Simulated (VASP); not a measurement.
Runs of VASP 6.6.1 on Au. The structure is that of space group Fm-3m (No. 225), or close to it. The cells are those of the table. 

| cell | gap on the mesh (eV) | pressure (GPa) |
| --- | --- | --- |
| a = 2.720, b = 2.720, c = 2.661 Å, angles 60.7, 60.7, 58.6°, 1 atom | none | 62.2 |
| a = 3.124 Å, angles 60.0°, 1 atom | none | -20.5 |
| a = 2.779, b = 2.779, c = 2.661 Å, angles 61.4, 61.4, 57.2°, 1 atom | none | 44.6 |
| a = 2.661 Å, angles 60.0°, 1 atom | none | (a) |
| a = 2.720, b = 2.720, c = 2.777 Å, angles 59.3, 59.3, 61.4°, 1 atom | none | (b) |

Alike in all rows: task single point; level PBEsol; potentials or basis VASP PAW PBE potentials, release 64 (Au); no spin polarisation; k mesh 20 × 20 × 20; cutoff (eV) 520; smearing gaussian 0.15 eV.

Problem. Fill in the values left out.

Solution. (a) 85.0; (b) 43.4.

Caveats: the PAW data sets were made with another functional, which shifts forces and pressure a little; spin-orbit coupling is left out, which moves the levels of the heavy elements.

A k mesh can miss the band edges, and the runs leave out spin-orbit coupling on Au.

A gap of «none» marks levels without a gap at the run's occupations.
